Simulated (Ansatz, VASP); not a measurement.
**HfC: VASP beside Ansatz**

Contents of INCAR:

```
SYSTEM = HfC
ALGO = Normal ; EDIFF = 1E-6
EDIFFG = -0.01 ; ENCUT = 600
IBRION = 2 ; ISIF = 3
ISMEAR = -1 ; LASPH = .True.
LCHARG = .False. ; LDAU = .True.
LDAUJ = 0 0 ; LDAUL = 2 -1
LDAUPRINT = 1 ; LDAUTYPE = 2
LDAUU = 8 0 ; LMAXMIX = 4
LREAL = .False. ; LWAVE = .False.
NELM = 150 ; NSW = 60
PREC = Accurate ; SIGMA = 0.05
```

The input KPOINTS:

```
k-points
0
Gamma
  10 10 10
  0 0 0
```

File POSCAR:

```
HfC
1.0
    0.0000000000      2.3250000000      2.3250000000
    2.3250000000      0.0000000000      2.3250000000
    2.3250000000      2.3250000000      0.0000000000
Hf C
1 1
Direct
    0.5000000000      0.5000000000      0.5000000000
    0.0000000000      0.0000000000      0.0000000000
```

File input.yaml:

```yaml
crystal:
  lattice:
    - [0.0, 2.325, 2.325]
    - [2.325, 0.0, 2.325]
    - [2.325, 2.325, 0.0]
  atoms:
    - { symbol: Hf, position: [0.5, 0.5, 0.5] }
    - { symbol: C, position: [0.0, 0.0, 0.0] }
hamiltonian:
  xc: lda
  pseudopotentials: { kind: paw }
  hubbard: { sites: [{ species: Hf, l: d, u_eff: 8.0 }] }
kpoints:
  mp_grid: { grid: [10, 10, 10] }
scf:
  occupations: { method: fermi_dirac, width: 0.05 }
output:
  forces: true
  stress: true
  eigenvalues: true
  write_density: true
  write_potential: true
  elf: true
  volumetric_format: npy
relax:
  f_tol: 0.01
  max_steps: 40
  cell: { stress_tol: 0.05 }
```

Alike in both runs: task relaxation of cell and atoms; functional LDA; k mesh 10 × 10 × 10; occupations fermi-dirac, width 0.05 eV; no spin polarisation; Hubbard terms Hf d U = 8.0 eV.

```csv
,VASP,Ansatz
version,VASP 6.6.1,Ansatz 0.2.0
potentials or method,"VASP PAW LDA potentials, release 64 (Hf_pv, C)",Ansatz PAW
plane-wave cutoff (eV),600,420
valence electrons in the cell,14,30
```

|  | VASP | Ansatz | Ansatz less VASP |
| --- | --- | --- | --- |
| gap on the k mesh at the Fermi level, each at its own relaxed structure (eV) | none | none | - |
| relaxed volume (Å³/atom) | 13.47 | 12.80 | -0.673 |
| relaxed cell length with the largest relative difference (Å) | 3.365 | 3.308 | -0.0570 |

LDA's correlation is that of Perdew and Zunger in VASP and of Perdew and Wang (1992) in Ansatz. The programs project onto different local orbitals, so the same U acts differently, and such runs can settle in different states. A gap of «none» marks a metal or a gap that the smearing closes. VASP's potentials hold 14 valence electrons a cell and Ansatz's 30, so a difference there can come from the potentials and not from the codes.

Spin-orbit coupling is off throughout. Noted on Ansatz's run: the plane-wave basis is chosen anew once the cell has moved, so the energies of steps on either side of that aren't comparable.
